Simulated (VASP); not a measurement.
Set up this calculation in VASP 6.6.1, as the native input.

```
Task                   : single point
Functional             : PBEsol
Potentials or basis    : VASP PAW PBE potentials, release 64 (Al, Ga_d, N)
Cutoff                 : 520 eV
k mesh                 : 6 × 6 × 6
Occupations            : gaussian, width 0.01 eV
Spin                   : no spin polarisation
Dipole correction      : no
Further INCAR settings : ALGO = Normal; EDIFF = 1e-06; NBANDS = 31
```

The structure of Al3GaN4 lies in POSCAR:

```
Al3GaN4
1.0
    4.4363707062      0.0000000000      0.0000000000
    0.0000000000      4.4363707062      0.0000000000
    0.0000000000      0.0000000000      4.4363707062
Al Ga N
3 1 4
Direct
    0.5000000000      0.5000000000      0.0000000000
    0.5000000000      0.0000000000      0.5000000000
    0.0000000000      0.5000000000      0.5000000000
    0.0000000000      0.0000000000      0.0000000000
    0.7447172247      0.7447172247      0.2552827753
    0.7447172247      0.2552827753      0.7447172247
    0.2552827753      0.7447172247      0.7447172247
    0.2552827753      0.2552827753      0.2552827753
```

These files were run (other wordings do the same):

INCAR

```
SYSTEM = Al3GaN4
PREC = Accurate
ENCUT = 520
EDIFF = 1E-6
ISMEAR = 0
SIGMA = 0.01
LREAL = .False.
LASPH = .True.
NELM = 100
ALGO = Normal
ISIF = 2
LWAVE = .False.
LCHARG = .True.
GGA = PS
LELF = .True.
LVHAR = .True.
NBANDS = 31
```

KPOINTS

```
regular mesh
0
Gamma
  6 6 6
  0 0 0
```

Potentials or basis: VASP PAW PBE potentials, release 64 (Al, Ga_d, N).

Launch:

```console
$ cat potpaw_PBE.64/Al/POTCAR potpaw_PBE.64/Ga_d/POTCAR potpaw_PBE.64/N/POTCAR > POTCAR
$ mpirun -np 1 vasp_std > vasp.out
```

It gave:

- Pressure: -3.9 GPa
- Largest force: 0.007 eV/Å
- Band gap on the k mesh: 3.27 eV

Caveat: the cell stands under tension; the PAW data sets were made with another functional, which shifts forces and pressure a little.

It took 40 s on 1 thread of Intel(R) Xeon(R) Platinum 8488C (Sapphire Rapids) (shared host), peak memory 0.23 GiB.
